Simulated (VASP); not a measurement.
# Ni (P6_3/mmc) in VASP: notebook, part 3 of 3

VASP 6.6.1.

### Step 4. Single point, LDA, collinear spin, ferromagnetic start

Input file INCAR:

```
SYSTEM = Ni
PREC     = Accurate       ! precision mode
ENCUT    = 520            ! plane-wave cutoff, eV
EDIFF    = 1E-6           ! SCF threshold, eV
ISMEAR   = -1             ! smearing method
SIGMA    = 0.2            ! smearing width, eV
LREAL    = .False.        ! projectors in reciprocal space
LASPH    = .True.         ! aspherical terms in the spheres
NELM     = 150            ! most SCF steps
ALGO     = Normal         ! electronic algorithm
ISIF     = 2              ! what is computed and relaxed
LWAVE    = .False.        ! write WAVECAR
LCHARG   = .False.        ! write CHGCAR
ISPIN    = 2              ! spin polarisation
MAGMOM   = 1.51 1.51      ! initial moments
LORBIT   = 11             ! projections on sites
NUPDOWN  = 2.9            ! fixed moment
LMAXMIX  = 4              ! l up to which the mixer works
NBANDS   = 21             ! bands
```

Input file KPOINTS:

```
Automatic mesh
0
Gamma
  6 6 3
  0 0 0
```

Input file POSCAR:

```
Ni
1.0
    2.4480230000      0.0000000000      0.0000000000
   -1.2240110000      2.1200500000      0.0000000000
    0.0000000000      0.0000000000      4.0728080000
Ni
2
Direct
    0.3333333333      0.6666666667      0.2500000000
    0.6666666667      0.3333333333      0.7500000000
```

Potentials or basis: VASP PAW LDA potentials, release 64 (Ni).

On the command line:

```sh
cat potpaw_LDA.64/Ni/POTCAR > POTCAR
mpirun -np 1 vasp_std > vasp.out
```

OUTCAR:

```text
SYSTEM = Ni
   PREC = Accurate
   ENCUT = 520
   EDIFF = 1E-6
   ISMEAR = -1
   LREAL = .False.
   LASPH = .True.
   NELM = 150
   ISIF = 2
   ISPIN = 2
   LORBIT = 11
   NUPDOWN = 2.9

 ion  position               nearest neighbor table
   1  0.333  0.667  0.250-   2 2.48   2 2.48   2 2.48   2 2.48   2 2.48   2 2.48
   2  0.667  0.333  0.750-   1 2.48   1 2.48   1 2.48   1 2.48   1 2.48   1 2.48

  LATTYP: Found a hexagonal cell.
 ALAT       =     2.4480230000
 C/A-ratio  =     1.6637131269

  Lattice vectors:

 A1 = (   2.4480230000,   0.0000000000,   0.0000000000)
 A2 = (  -1.2240110000,   2.1200500000,   0.0000000000)
 A3 = (   0.0000000000,   0.0000000000,   4.0728080000)

Analysis of symmetry for initial positions (statically):
=====================================================================
 Subroutine PRICEL returns:
 Original cell was already a primitive cell.

 Routine SETGRP: Setting up the symmetry group for a
 hexagonal supercell.

 Subroutine GETGRP returns: Found 24 space group operations
 (whereof 12 operations were pure point group operations)
 out of a pool of 24 trial point group operations.

The static configuration has the point symmetry D_3d.
 The point group associated with its full space group is D_6h.

Analysis of symmetry for dynamics (positions and initial velocities):
=====================================================================
 Subroutine PRICEL returns:
 Original cell was already a primitive cell.

 Routine SETGRP: Setting up the symmetry group for a
 hexagonal supercell.

 Subroutine GETGRP returns: Found 24 space group operations
 (whereof 12 operations were pure point group operations)
 out of a pool of 24 trial point group operations.

The dynamic configuration has the point symmetry D_3d.
 The point group associated with its full space group is D_6h.

Analysis of structural, dynamic, and magnetic symmetry:
=====================================================================
 Subroutine PRICEL returns:
 Original cell was already a primitive cell.

 Routine SETGRP: Setting up the symmetry group for a
 hexagonal supercell.

 Subroutine GETGRP returns: Found 24 space group operations
 (whereof 12 operations were pure point group operations)
 out of a pool of 24 trial point group operations.

The overall configuration has the point symmetry D_3d.
 The point group associated with its full space group is D_6h.

 Subroutine INISYM returns: Found 24 space group operations
 (whereof 12 operations are pure point group operations),
 and found     1 'primitive' translations

----------------------------------------------------------------------------------------

                                     Primitive cell

  volume of cell :      21.1376

  direct lattice vectors                    reciprocal lattice vectors
     2.448023000  0.000000000  0.000000000     0.408492894  0.235843398  0.000000000
    -1.224011000  2.120050000  0.000000000     0.000000000  0.471686989  0.000000000
     0.000000000  0.000000000  4.072808000     0.000000000  0.000000000  0.245530848

  length of vectors
     2.448023000  2.448022657  4.072808000     0.471686922  0.471686989  0.245530848

  position of ions in fractional coordinates (direct lattice)
     0.333333333  0.666666667  0.250000000
[... 59 lines left out ...]
   ISTART =      0    job   : 0-new  1-cont  2-samecut
   ICHARG =      2    charge: 1-file 2-atom 10-const
   ISPIN  =      2    spin polarized calculation?
   LNONCOLLINEAR =      F non collinear calculations
   LSORBIT =      F    spin-orbit coupling
   LASPH  =      T    aspherical Exc in radial PAW
   ENCUT  =  520.0 eV  38.22 Ry    6.18 a.u.   4.55  4.55  7.57*2*pi/ulx,y,z
   NELM   =    150;   NELMIN=  2; NELMDL= -5     # of ELM steps
   EDIFF  = 0.1E-05   stopping-criterion for ELM
   LREAL  =      F    real-space projection
   EDIFFG = 0.1E-04   stopping-criterion for IOM
   NSW    =      0    number of steps for IOM
   IBRION =     -1    ionic relax: 0-MD 1-quasi-New 2-CG
   NFREE  =      0    steps in history (QN), initial steepest desc. (CG)
   ISIF   =      2    stress and relaxation
   ISYM   =      2    0-nonsym 1-usesym 2-fastsym
   POTIM  = 0.5000    time-step for ionic-motion
   TEBEG  =    0.0;   TEEND  =   0.0 temperature during run
   PSTRESS=    0.0 pullay stress
   NELECT =      20.0000    total number of electrons
   NUPDOWN=       2.9000    fix difference up-down
   EMIN   =  10.00;   EMAX   =-10.00  energy-range for DOS
   EFERMI =   0.00;   METHOD = LEGACY
   ISMEAR =    -1;   SIGMA  =   0.20  broadening in eV -4-tet -1-fermi 0-gaus
   EFERMI_NEDOS =   21; number of points for ismear=-14 and -15
   IALGO  =     38    algorithm
   IMIX   =      4    mixing-type and parameters
     AMIX     =   0.40;   BMIX     =  1.00
     AMIX_MAG =   1.60;   BMIX_MAG =  1.00
  volume/ion in A,a.u.               =      10.57        71.32
  Fermi-wavevector in a.u.,A,eV,Ry     =   1.607187  3.037142 35.144515  2.583049
  Thomas-Fermi vector in A             =   2.703255
   LORBIT       =     11    0 simple, 1 ext, 2 COOP (PROOUT), +10 PAW based schemes
   GGA     = CA    functional components
   LHFCALC =     F    Hartree Fock is set to
   AEXX    =    0.0000 exact exchange contribution
   IVDW    =     0    specifies the selected vdW correction
   LEPSILON=     F    determine dielectric tensor
   LRPA    =     F    only Hartree local field effects (RPA)
 spin polarized calculation
  energy-cutoff  :      520.00
  volume of cell :       21.14
 maximum number of plane-waves:       581
   NGX =  9   NGY =  9   NGZ = 15

 number of electron      19.9999996 magnetization       2.9000082

 Free energy of the ion-electron system (eV)
  ---------------------------------------------------
  ext. energy  EPLUGINS =         0.00000000
  ---------------------------------------------------
  free energy    TOTEN  =       -12.15235678 eV

  energy without entropy =      -11.79369086  energy(sigma->0) =      -11.97302382

 E-fermi :   9.0477     XC(G=0): -13.8270

 val. band max:       11.5686391428   @ k =   0.5000   0.0000   0.3333
 cond. band min:       9.0751936404   @ k =   0.3333  -0.0000   0.0000
 fundamental gap:     -2.4934455024
 Fermi energy:        12.2177546121

 spin component 1

 k-point     1 :       0.0000    0.0000    0.0000
  band No.  band energies     occupation
      1       0.0803      1.00000
      2       3.9775      1.00000
      3       6.2474      1.00000
      4       6.4184      1.00000
      5       6.4184      1.00000
      6       6.6699      1.00000
[... 325 lines left out ...]
     20      36.8509      0.00000
     21      39.0803      0.00000
 Fermi energy:         9.0476739191

 spin component 2

 k-point     1 :       0.0000    0.0000    0.0000
  band No.  band energies     occupation
      1       0.4997      1.00000
      2       4.8782      1.00000
      3       7.4787      0.99961
      4       7.6495      0.99908
      5       7.6495      0.99908
      6       7.9229      0.99640
[... 325 lines left out ...]
     20      37.3154      0.00000
     21      39.6028      0.00000

------------------------ aborting loop because EDIFF is reached ----------------------------------------

  FORCE on cell =-STRESS in cart. coord.  units (eV):
  Direction    XX          YY          ZZ          XY          YZ          ZX
  --------------------------------------------------------------------------------------
  -------------------------------------------------------------------------------------
  Total        0.6543907      0.6543907     -0.5274339      0.0000002     -0.0000000     -0.0000000
  in kB       49.6012015     49.6011965    -39.9781897      0.0000117     -0.0000000     -0.0000000
  external PRESSURE =      19.7414028 kB  Pullay stress =       0.0000000 kB

 VOLUME and BASIS-vectors are now :
 -----------------------------------------------------------------------------
  energy-cutoff  :      520.00
  volume of cell :       21.14
      direct lattice vectors                 reciprocal lattice vectors
     2.448023000  0.000000000  0.000000000     0.408492894  0.235843398  0.000000000
    -1.224011000  2.120050000  0.000000000     0.000000000  0.471686989  0.000000000
     0.000000000  0.000000000  4.072808000     0.000000000  0.000000000  0.245530848

 POSITION                                       TOTAL-FORCE (eV/Angst)
 -----------------------------------------------------------------------------------
      0.00000      1.41337      1.01820        -0.000000     -0.000000      0.000000
      1.22401      0.70668      3.05461         0.000000      0.000000      0.000000
 -----------------------------------------------------------------------------------
    total drift:                               -0.000000      0.000000     -0.000000

  FREE ENERGIE OF THE ION-ELECTRON SYSTEM (eV)
  ---------------------------------------------------
  free  energy   TOTEN  =       -12.1523567831 eV

  energy  without entropy=      -11.7936908624  energy(sigma->0) =      -11.97302382

 total charge

# of ion       s       p       d       tot
------------------------------------------
    1        0.541   0.605   8.196   9.342
    2        0.541   0.605   8.196   9.342
--------------------------------------------------
tot          1.083   1.209  16.392  18.685

 magnetization (x)

# of ion       s       p       d       tot
------------------------------------------
    1        0.037   0.104   1.253   1.395
    2        0.037   0.104   1.253   1.395
--------------------------------------------------
tot          0.074   0.209   2.506   2.789
```

Run time: 11 s. Hardware: 1 thread of Intel Xeon Platinum 8259CL at 2.50GHz (Skylake/Cascade Lake), shared host; peak memory 0.12 GiB.

Results:

* Free energy: -12.1524 eV
* Pressure: 2.0 GPa
* Net moment: 2.90 μB per cell
* Site moments: Ni +1.40 μB
* Valence electrons inside the program's atomic spheres: Ni 9.34

Caveat: the k points lie up to 0.51 Å⁻¹ apart; the total moment is fixed, so each spin has its own Fermi level.

### Step 5. Single point, LDA, collinear spin, ferromagnetic start

Input file INCAR:

```
ALGO = Normal
EDIFF = 1E-6
ENCUT = 520
GGA = CA
ISIF = 2
ISMEAR = -1
ISPIN = 2
LASPH = True
LCHARG = False
LMAXMIX = 4
LORBIT = 11
LREAL = False
LWAVE = False
MAGMOM = 1.81 1.81
NBANDS = 21
NELM = 150
NUPDOWN = 3.6
PREC = Accurate
SIGMA = 0.2
```

Input file KPOINTS:

```
k-points
0
Gamma
  6 6 3
```

POSCAR is that of step 4.

Potentials or basis: VASP PAW LDA potentials, release 64 (Ni).

On the command line:

```sh
cat potpaw_LDA.64/Ni/POTCAR > POTCAR
mpirun -np 1 vasp_std > vasp.out
```

OUTCAR:

```text
EDIFF = 1E-6
   ENCUT = 520
   GGA = CA
   ISIF = 2
   ISMEAR = -1
   ISPIN = 2
   LASPH = True
   LORBIT = 11
   LREAL = False
   NELM = 150
   NUPDOWN = 3.6
   PREC = Accurate

 ion  position               nearest neighbor table
   1  0.333  0.667  0.250-   2 2.48   2 2.48   2 2.48   2 2.48   2 2.48   2 2.48
   2  0.667  0.333  0.750-   1 2.48   1 2.48   1 2.48   1 2.48   1 2.48   1 2.48

  LATTYP: Found a hexagonal cell.
 ALAT       =     2.4480230000
 C/A-ratio  =     1.6637131269

  Lattice vectors:

 A1 = (   2.4480230000,   0.0000000000,   0.0000000000)
 A2 = (  -1.2240110000,   2.1200500000,   0.0000000000)
 A3 = (   0.0000000000,   0.0000000000,   4.0728080000)

Analysis of symmetry for initial positions (statically):
=====================================================================
 Subroutine PRICEL returns:
 Original cell was already a primitive cell.

 Routine SETGRP: Setting up the symmetry group for a
 hexagonal supercell.

 Subroutine GETGRP returns: Found 24 space group operations
 (whereof 12 operations were pure point group operations)
 out of a pool of 24 trial point group operations.

The static configuration has the point symmetry D_3d.
 The point group associated with its full space group is D_6h.

Analysis of symmetry for dynamics (positions and initial velocities):
=====================================================================
 Subroutine PRICEL returns:
 Original cell was already a primitive cell.

 Routine SETGRP: Setting up the symmetry group for a
 hexagonal supercell.

 Subroutine GETGRP returns: Found 24 space group operations
 (whereof 12 operations were pure point group operations)
 out of a pool of 24 trial point group operations.

The dynamic configuration has the point symmetry D_3d.
 The point group associated with its full space group is D_6h.

Analysis of structural, dynamic, and magnetic symmetry:
[... 140 lines left out ...]
 Free energy of the ion-electron system (eV)
  ---------------------------------------------------
  ext. energy  EPLUGINS =         0.00000000
  ---------------------------------------------------
  free energy    TOTEN  =       -10.67707762 eV

  energy without entropy =      -10.31286560  energy(sigma->0) =      -10.49497161

 E-fermi :   8.7428     XC(G=0): -13.8519

 val. band max:       14.1562057027   @ k =   0.3333   0.3333   0.0000
 cond. band min:       8.7892259550   @ k =   0.5000   0.0000   0.3333
 fundamental gap:     -5.3669797477
 Fermi energy:        14.2292499708

 spin component 1

 k-point     1 :       0.0000    0.0000    0.0000
  band No.  band energies     occupation
      1      -0.0220      1.00000
      2       3.7006      1.00000
      3       5.8668      1.00000
      4       6.0360      1.00000
      5       6.0360      1.00000
      6       6.2798      1.00000
[... 325 lines left out ...]
     20      36.7379      0.00000
     21      38.9347      0.00000
 Fermi energy:         8.7427673245

 spin component 2

 k-point     1 :       0.0000    0.0000    0.0000
  band No.  band energies     occupation
      1       0.6187      1.00000
      2       4.8366      1.00000
      3       7.3296      0.99915
      4       7.5026      0.99798
      5       7.5026      0.99798
      6       7.7681      0.99241
[... 325 lines left out ...]
     20      37.4229      0.00000
     21      39.6900      0.00000

------------------------ aborting loop because EDIFF is reached ----------------------------------------

  FORCE on cell =-STRESS in cart. coord.  units (eV):
  Direction    XX          YY          ZZ          XY          YZ          ZX
  --------------------------------------------------------------------------------------
  -------------------------------------------------------------------------------------
  Total        2.0732891      2.0732889      0.5984196      0.0000005      0.0000000      0.0000000
  in kB      157.1501930    157.1501771     45.3587247      0.0000371      0.0000000      0.0000000
  external PRESSURE =     119.8863649 kB  Pullay stress =       0.0000000 kB

 VOLUME and BASIS-vectors are now :
 -----------------------------------------------------------------------------
  energy-cutoff  :      520.00
  volume of cell :       21.14
      direct lattice vectors                 reciprocal lattice vectors
     2.448023000  0.000000000  0.000000000     0.408492894  0.235843398  0.000000000
    -1.224011000  2.120050000  0.000000000     0.000000000  0.471686989  0.000000000
     0.000000000  0.000000000  4.072808000     0.000000000  0.000000000  0.245530848

 POSITION                                       TOTAL-FORCE (eV/Angst)
 -----------------------------------------------------------------------------------
      0.00000      1.41337      1.01820         0.000000      0.000000      0.000000
      1.22401      0.70668      3.05461        -0.000000      0.000000      0.000000
 -----------------------------------------------------------------------------------
    total drift:                               -0.000000      0.000000     -0.000000

  FREE ENERGIE OF THE ION-ELECTRON SYSTEM (eV)
  ---------------------------------------------------
  free  energy   TOTEN  =       -10.6770776247 eV

  energy  without entropy=      -10.3128656012  energy(sigma->0) =      -10.49497161

 total charge

# of ion       s       p       d       tot
------------------------------------------
    1        0.549   0.664   8.110   9.323
    2        0.549   0.664   8.110   9.323
--------------------------------------------------
tot          1.097   1.329  16.219  18.645

 magnetization (x)

# of ion       s       p       d       tot
------------------------------------------
    1        0.056   0.194   1.458   1.708
    2        0.056   0.194   1.458   1.708
--------------------------------------------------
tot          0.112   0.388   2.915   3.415
```

It took 10 s on 1 thread of Intel Xeon Platinum 8259CL at 2.50GHz (Skylake/Cascade Lake), shared host; peak memory 0.13 GiB.

What came out:

```yaml
Free_energy: -10.6771 eV
Pressure: 12.0 GPa
Net_moment: 3.60 μB per cell
Site_moments: Ni +1.71 μB
Valence_electrons_inside_the_program's_atomic_spheres: Ni 9.32
```

Stress tensor (GPa, compression positive):
```
15.72  0.00  0.00
 0.00 15.72  0.00
 0.00  0.00  4.54
```

Caveat: the k points lie up to 0.51 Å⁻¹ apart; the total moment is fixed, so each spin has its own Fermi level.

### Step 6. Overview

```tsv
fixed moment (μB)	pressure (GPa)	moment (μB)
1.4	-9.1	1.40
2.2	-3.7	2.20
2.9	2.0	2.90
3.6	12.0	3.60
```

Alike in all rows: task single point; level LDA; potentials or basis VASP PAW LDA potentials, release 64 (Ni); spin collinear, ferromagnetic start; cell as given; k mesh 6 × 6 × 3; cutoff (eV) 520; smearing fermi-dirac 0.2 eV.

Caveats: all runs use coarse meshes; the total moment is fixed, so each spin has its own Fermi level.

Absolute energies hang on the potentials; compare differences alone.
